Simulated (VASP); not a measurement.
# Rh (Im-3m) in VASP: a series of runs

Runs on Rh. Level: PBE. Tasks: single point.

Program: VASP 6.6.1. These are calculated values, not measurements. Logs are shortened: lines on timing, memory, paths and dates and some standing lists are left out, and cuts for length are marked.

### Step 1. The cell of the first run

The structure is cubic, space group Im-3m (No. 229). The conventional cell has a = 3.029 Å, b = 3.029 Å, c = 3.029 Å, α = 90.00°, β = 90.00°, γ = 90.00°. Rh (site symmetry m-3m) has 14 Rh at 2.62 to 3.03 Å within 3.5 Å.

### Step 2. Single point, PBE

The input, INCAR:

```
SYSTEM = Rh
  ALGO = Normal
  EDIFF = 1E-6
  ENCUT = 520
  GGA = PE
  ISIF = 2
  ISMEAR = -1
  LASPH = .True.
  LCHARG = .False.
  LREAL = .False.
  LWAVE = .False.
  NBANDS = 14
  NELM = 60
  PREC = Accurate
  SIGMA = 0.06122561905347299
```

The input, KPOINTS:

```
k-points
0
Gamma
  17 17 17
  0 0 0
```

The input, POSCAR:

```
Rh
1.0
   -1.5146556309      1.5146556309      1.5146556309
    1.5146556309     -1.5146556309      1.5146556309
    1.5146556309      1.5146556309     -1.5146556309
Rh
1
Direct
    0.0000000000      0.0000000000      0.0000000000
```

Potentials or basis: VASP PAW PBE potentials, release 64 (Rh_pv).

Command:

```console
> cat potpaw_PBE.64/Rh_pv/POTCAR > POTCAR
> mpirun -np 1 vasp_std > vasp.out
```

OUTCAR:

```text
SYSTEM = Rh
   EDIFF = 1E-6
   ENCUT = 520
   GGA = PE
   ISIF = 2
   ISMEAR = -1
   LASPH = .True.
   LREAL = .False.
   NELM = 60
   PREC = Accurate

 ion  position               nearest neighbor table
   1  0.000  0.000  0.000-

  LATTYP: Found a body centered cubic cell.
 ALAT       =     3.0293112618

  Lattice vectors:

 A1 = (  -1.5146556309,   1.5146556309,   1.5146556309)
 A2 = (   1.5146556309,  -1.5146556309,   1.5146556309)
 A3 = (   1.5146556309,   1.5146556309,  -1.5146556309)

Analysis of symmetry for initial positions (statically):
=====================================================================
 Subroutine PRICEL returns:
 Original cell was already a primitive cell.

 Routine SETGRP: Setting up the symmetry group for a
 body centered cubic supercell.

 Subroutine GETGRP returns: Found 48 space group operations
[... 9 lines left out ...]

 Routine SETGRP: Setting up the symmetry group for a
 body centered cubic supercell.

 Subroutine GETGRP returns: Found 48 space group operations
[... 11 lines left out ...]
                                     Primitive cell

  volume of cell :      13.8996

  direct lattice vectors                    reciprocal lattice vectors
    -1.514655631  1.514655631  1.514655631     0.000000000  0.330108039  0.330108039
     1.514655631 -1.514655631  1.514655631     0.330108039  0.000000000  0.330108039
     1.514655631  1.514655631 -1.514655631     0.330108039  0.330108039  0.000000000

  length of vectors
     2.623460509  2.623460509  2.623460509     0.466843266  0.466843266  0.466843266

  position of ions in fractional coordinates (direct lattice)
     0.000000000  0.000000000  0.000000000

  ion indices of the primitive-cell ions
   primitive index   ion index
                 1           1

----------------------------------------------------------------------------------------

 KPOINTS: k-points

Automatic generation of k-mesh.
 Grid dimensions read from file:
 generate k-points for:   17   17   17

 Generating k-lattice:

  Cartesian coordinates                     Fractional coordinates (reciprocal lattice)
     0.000000000  0.019418120  0.019418120     0.058823529  0.000000000  0.000000000
     0.019418120  0.000000000  0.019418120     0.000000000  0.058823529  0.000000000
     0.019418120  0.019418120  0.000000000     0.000000000  0.000000000  0.058823529

  Length of vectors
     0.027461369  0.027461369  0.027461369

  Shift w.r.t. Gamma in fractional coordinates (k-lattice)
     0.000000000  0.000000000  0.000000000

 Subroutine IBZKPT returns following result:
 ===========================================

 Found    165 irreducible k-points:

 Following reciprocal coordinates:
            Coordinates               Weight
  0.000000  0.000000  0.000000      1.000000
  0.058824  0.000000  0.000000     12.000000
  0.117647  0.000000  0.000000     12.000000
  0.176471  0.000000  0.000000     12.000000
  0.235294  0.000000  0.000000     12.000000
  0.294118  0.000000  0.000000     12.000000
[... 16 lines left out ...]
  0.411765  0.117647  0.000000     48.000000
  0.176471  0.176471  0.000000     24.000000
 [... further k-points ...]
   k-points           NKPTS =    165   k-points in BZ     NKDIM =    165   number of bands    NBANDS=     14
   number of dos      NEDOS =    301   number of ions     NIONS =      1
   total plane-waves  NPLWV =   8000
   dimension x,y,z NGX =    20 NGY =   20 NGZ =   20
   dimension x,y,z NGXF=    40 NGYF=   40 NGZF=   40
   ions per type =               1
   NGX,Y,Z   is equivalent  to a cutoff of  12.67, 12.67, 12.67 a.u.
   NGXF,Y,Z  is equivalent  to a cutoff of  25.35, 25.35, 25.35 a.u.
 SYSTEM =  Rh
   PREC   = accura    normal or accurate (medium, high low for compatibility)
   ISTART =      0    job   : 0-new  1-cont  2-samecut
   ICHARG =      2    charge: 1-file 2-atom 10-const
   ISPIN  =      1    spin polarized calculation?
   LNONCOLLINEAR =      F non collinear calculations
   LSORBIT =      F    spin-orbit coupling
   LASPH  =      T    aspherical Exc in radial PAW
   ENCUT  =  520.0 eV  38.22 Ry    6.18 a.u.   4.88  4.88  4.88*2*pi/ulx,y,z
   NELM   =     60;   NELMIN=  2; NELMDL= -5     # of ELM steps
   EDIFF  = 0.1E-05   stopping-criterion for ELM
   LREAL  =      F    real-space projection
   EDIFFG = 0.1E-04   stopping-criterion for IOM
   NSW    =      0    number of steps for IOM
   IBRION =     -1    ionic relax: 0-MD 1-quasi-New 2-CG
   NFREE  =      0    steps in history (QN), initial steepest desc. (CG)
   ISIF   =      2    stress and relaxation
   ISYM   =      2    0-nonsym 1-usesym 2-fastsym
   POTIM  = 0.5000    time-step for ionic-motion
   TEBEG  =    0.0;   TEEND  =   0.0 temperature during run
   PSTRESS=    0.0 pullay stress
   NELECT =      15.0000    total number of electrons
   NUPDOWN=      -1.0000    fix difference up-down
   EMIN   =  10.00;   EMAX   =-10.00  energy-range for DOS
   EFERMI =   0.00;   METHOD = LEGACY
   ISMEAR =    -1;   SIGMA  =   0.06  broadening in eV -4-tet -1-fermi 0-gaus
   EFERMI_NEDOS =   21; number of points for ismear=-14 and -15
   IALGO  =     38    algorithm
   IMIX   =      4    mixing-type and parameters
     AMIX     =   0.40;   BMIX     =  1.00
     AMIX_MAG =   1.60;   BMIX_MAG =  1.00
  volume/ion in A,a.u.               =      13.90        93.80
  Fermi-wavevector in a.u.,A,eV,Ry     =   1.679209  3.173244 38.364918  2.819742
  Thomas-Fermi vector in A             =   2.763161
   LORBIT       =      0    0 simple, 1 ext, 2 COOP (PROOUT), +10 PAW based schemes
   GGA     = PE    functional components
[... 5 lines left out ...]
 non-spin polarized calculation
  energy-cutoff  :      520.00
  volume of cell :       13.90
 maximum number of plane-waves:       386
   NGX =  9   NGY =  9   NGZ =  9

 number of electron      14.9999993 magnetization

 Free energy of the ion-electron system (eV)
  ---------------------------------------------------
  ext. energy  EPLUGINS =         0.00000000
  ---------------------------------------------------
  free energy    TOTEN  =        -6.90548190 eV

  energy without entropy =       -6.87703741  energy(sigma->0) =       -6.89125966

 E-fermi :  11.5260     XC(G=0): -13.9418

 val. band max:       11.5210114491   @ k =   0.3529   0.2353   0.0588
 cond. band min:      11.5272740418   @ k =   0.2941   0.2353   0.0588
 fundamental gap:      0.0062625926
 Fermi energy:        11.5259890648

 k-point     1 :       0.0000    0.0000    0.0000
  band No.  band energies     occupation
      1     -34.4939      2.00000
      2     -34.4939      2.00000
      3     -34.4939      2.00000
      4       3.8348      2.00000
      5       8.6118      2.00000
      6       8.6118      2.00000
      7       8.6118      2.00000
      8      11.0756      1.99872
      9      11.0756      1.99872
     10      30.0297      0.00000
     11      30.0297      0.00000
     12      30.0297      0.00000
     13      32.5797      0.00000
     14      40.1399      0.00000

 k-point     2 :       0.0588    0.0000    0.0000
  band No.  band energies     occupation
      1     -34.5192      2.00000
      2     -34.5023      2.00000
      3     -34.4939      2.00000
      4       3.9812      2.00000
      5       8.5521      2.00000
      6       8.6109      2.00000
      7       8.7288      2.00000
      8      11.0000      1.99963
      9      11.0796      1.99864
     10      30.0901      0.00000
     11      30.1013      0.00000
     12      30.2401      0.00000
     13      32.5793      0.00000
     14      38.9254      0.00000

 k-point     3 :       0.1176    0.0000    0.0000
  band No.  band energies     occupation
      1     -34.5912      2.00000
      2     -34.5261      2.00000
      3     -34.4939      2.00000
      4       4.3994      2.00000
      5       8.3849      2.00000
      6       8.6012      2.00000
      7       9.0730      2.00000
      8      10.8263      1.99998
      9      11.0940      1.99828
     10      30.1437      0.00000
     11      30.1651      0.00000
     12      30.8518      0.00000
     13      32.5790      0.00000
     14      37.3691      0.00000

 k-point     4 :       0.1765    0.0000    0.0000
  band No.  band energies     occupation
      1     -34.6992      2.00000
      2     -34.5620      2.00000
      3     -34.4940      2.00000
      4       5.0104      2.00000
      5       8.1415      2.00000
      6       8.5954      2.00000
      7       9.6231      2.00000
      8      10.6774      2.00000
      9      11.1239      1.99719
     10      29.6876      0.00000
     11      29.9471      0.00000
     12      31.8079      0.00000
     13      32.5787      0.00000
     14      36.5978      0.00000

 k-point     5 :       0.2353    0.0000    0.0000
  band No.  band energies     occupation
      1     -34.8278      2.00000
      2     -34.6051      2.00000
      3     -34.4940      2.00000
      4       5.6196      2.00000
      5       7.8627      2.00000
      6       8.7406      2.00000
      7      10.3402      2.00000
      8      10.6484      2.00000
      9      11.1735      1.99370
     10      28.3799      0.00000
     11      29.2280      0.00000
     12      32.5789      0.00000
     13      33.0185      0.00000
     14      36.5488      0.00000

 k-point     6 :       0.2941    0.0000    0.0000
  band No.  band energies     occupation
      1     -34.9590      2.00000
      2     -34.6493      2.00000
      3     -34.4940      2.00000
      4       5.9315      2.00000
      5       7.5887      2.00000
      6       9.3342      2.00000
      7      10.7440      1.99999
      8      11.1616      1.99481
      9      11.2412      1.98108
     10      26.4525      0.00000
     11      28.2376      0.00000
     12      32.5793      0.00000
     13      34.3596      0.00000
     14      34.3623      0.00000

 k-point     7 :       0.3529    0.0000    0.0000
  band No.  band energies     occupation
      1     -35.0755      2.00000
      2     -34.6889      2.00000
      3     -34.4941      2.00000
      4       5.9104      2.00000
      5       7.3539      2.00000
      6      10.3528      2.00000
      7      10.9651      1.99979
      8      11.3175      1.93578
      9      11.9916      0.00100
     10      24.3412      0.00000
     11      27.2959      0.00000
     12      32.4559      0.00000
     13      32.5797      0.00000
     14      35.6655      0.00000
[... 205 lines left out ...]
 k-point    20 :       0.2353    0.1176   -0.0000
  band No.  band energies     occupation
      1     -34.9732      2.00000
      2     -34.6572      2.00000
      3     -34.5267      2.00000
      4       6.2947      2.00000
      5       7.6642      2.00000
      6       8.6377      2.00000
      7      10.5593      2.00000
      8      11.3789      1.83393
      9      12.0194      0.00063
     10      26.5165      0.00000
     11      28.0219      0.00000
     12      32.0468      0.00000
     13      32.5885      0.00000
     14      33.7642      0.00000

 k-point    21 :       0.2941    0.1176    0.0000
  band No.  band energies     occupation
      1     -35.0693      2.00000
      2     -34.7056      2.00000
      3     -34.5281      2.00000
      4       6.2602      2.00000
      5       7.4412      2.00000
      6       9.3623      2.00000
      7      10.7449      1.99999
      8      11.5194      1.05406
      9      13.1219      0.00000
     10      24.3908      0.00000
     11      27.1518      0.00000
     12      30.7320      0.00000
     13      32.5823      0.00000
     14      34.9128      0.00000

 k-point    22 :       0.3529    0.1176    0.0000
  band No.  band energies     occupation
      1     -35.1404      2.00000
      2     -34.7427      2.00000
      3     -34.5290      2.00000
      4       6.1133      2.00000
      5       7.2875      2.00000
      6      10.0226      2.00000
      7      10.9176      1.99990
      8      11.7529      0.04800
      9      14.2522      0.00000
     10      22.4201      0.00000
     11      26.4820      0.00000
     12      29.6966      0.00000
     13      32.5816      0.00000
     14      35.9785      0.00000

 k-point    23 :       0.4118    0.1176    0.0000
  band No.  band energies     occupation
      1     -35.1781      2.00000
      2     -34.7627      2.00000
      3     -34.5294      2.00000
      4       6.0118      2.00000
      5       7.2090      2.00000
      6      10.3772      2.00000
      7      10.9580      1.99981
      8      12.0286      0.00054
      9      15.1213      0.00000
     10      21.0710      0.00000
     11      26.1160      0.00000
     12      29.1199      0.00000
     13      32.5811      0.00000
     14      36.7590      0.00000

 k-point    24 :       0.1765    0.1765    0.0000
  band No.  band energies     occupation
      1     -34.9540      2.00000
      2     -34.6487      2.00000
      3     -34.5406      2.00000
      4       6.4482      2.00000
      5       7.8619      2.00000
      6       8.1328      2.00000
      7      10.4706      2.00000
      8      11.3855      1.81675
      9      12.0823      0.00023
     10      27.3650      0.00000
     11      27.7074      0.00000
     12      32.0512      0.00000
     13      32.5923      0.00000
     14      32.9960      0.00000

 [... further k-points ...]

------------------------ aborting loop because EDIFF is reached ----------------------------------------

  FORCE on cell =-STRESS in cart. coord.  units (eV):
  Direction    XX          YY          ZZ          XY          YZ          ZX
  --------------------------------------------------------------------------------------
  -------------------------------------------------------------------------------------
  Total        0.9075957      0.9075957      0.9075957      0.0000000      0.0000000      0.0000000
  in kB      104.6167742    104.6167742    104.6167742      0.0000000      0.0000000      0.0000000
  external PRESSURE =     104.6167742 kB  Pullay stress =       0.0000000 kB

 VOLUME and BASIS-vectors are now :
 -----------------------------------------------------------------------------
  energy-cutoff  :      520.00
  volume of cell :       13.90
      direct lattice vectors                 reciprocal lattice vectors
    -1.514655631  1.514655631  1.514655631     0.000000000  0.330108039  0.330108039
     1.514655631 -1.514655631  1.514655631     0.330108039  0.000000000  0.330108039
     1.514655631  1.514655631 -1.514655631     0.330108039  0.330108039  0.000000000

 POSITION                                       TOTAL-FORCE (eV/Angst)
 -----------------------------------------------------------------------------------
      0.00000      0.00000      0.00000         0.000000      0.000000      0.000000
 -----------------------------------------------------------------------------------
    total drift:                                0.000000      0.000000      0.000000

  FREE ENERGIE OF THE ION-ELECTRON SYSTEM (eV)
  ---------------------------------------------------
  free  energy   TOTEN  =        -6.9054819045 eV

  energy  without entropy=       -6.8770374099  energy(sigma->0) =       -6.89125966
```

It took 17 s on 1 thread of Intel Xeon 6975P-C, shared host; peak memory 0.15 GiB.

What came out:

* Free energy: -6.9055 eV
* Pressure: 10.5 GPa

Levels at points of the mesh, in eV from the Fermi level:
```
           k point  band 5  band 6  band 7  band 8  band 9  band 10  band 11  band 12
(0.00, 0.00, 0.00)   -2.91   -2.91   -2.91   -0.45   -0.45    18.50    18.50    18.50
```

### Step 3. Single point, PBE

This run uses another cell than the first one, of 14.19 Å³/atom, 1.021 times its volume.

The input, INCAR:

```
PREC     = Accurate       # precision mode
ENCUT    = 520            # plane-wave cutoff, eV
EDIFF    = 1E-6           # SCF threshold, eV
ISMEAR   = -1             # smearing method
SIGMA    = 0.06122561905347299 # smearing width, eV
LREAL    = False          # projectors in reciprocal space
LASPH    = True           # aspherical terms in the spheres
NELM     = 80             # most SCF steps
ALGO     = Normal         # electronic algorithm
ISIF     = 2              # what is computed and relaxed
LWAVE    = False          # write WAVECAR
LCHARG   = False          # write CHGCAR
GGA      = PE             # functional
NBANDS   = 14             # bands
```

The input, KPOINTS:

```
regular mesh
0
Gamma
  17 17 17
```

The input, POSCAR:

```
Rh
1.0
   -1.5251018619      1.5251018619      1.5251018619
    1.5251018619     -1.5251018619      1.5251018619
    1.5251018619      1.5251018619     -1.5251018619
Rh
1
Direct
    0.0000000000      0.0000000000      0.0000000000
```

Potentials or basis: VASP PAW PBE potentials, release 64 (Rh_pv).

Command:

```console
> cat potpaw_PBE.64/Rh_pv/POTCAR > POTCAR
> mpirun -np 1 vasp_std > vasp.out
```

Run time: 15 s. Hardware: 1 thread of Intel Xeon 6975P-C, shared host; peak memory 0.15 GiB.

The run converged. Its results:

```yaml
Free_energy: -6.9194 eV
Pressure: 4.9 GPa
```

Levels at points of the mesh, in eV from the Fermi level:
| k point | band 4 | band 5 | band 6 | band 7 | band 8 | band 9 | band 10 | band 11 | band 12 | band 13 |
| --- | --- | --- | --- | --- | --- | --- | --- | --- | --- | --- |
| (0.00, 0.00, 0.00) | -7.55 | -2.82 | -2.82 | -2.82 | -0.43 | -0.43 | 18.47 | 18.47 | 18.47 | 21.10 |
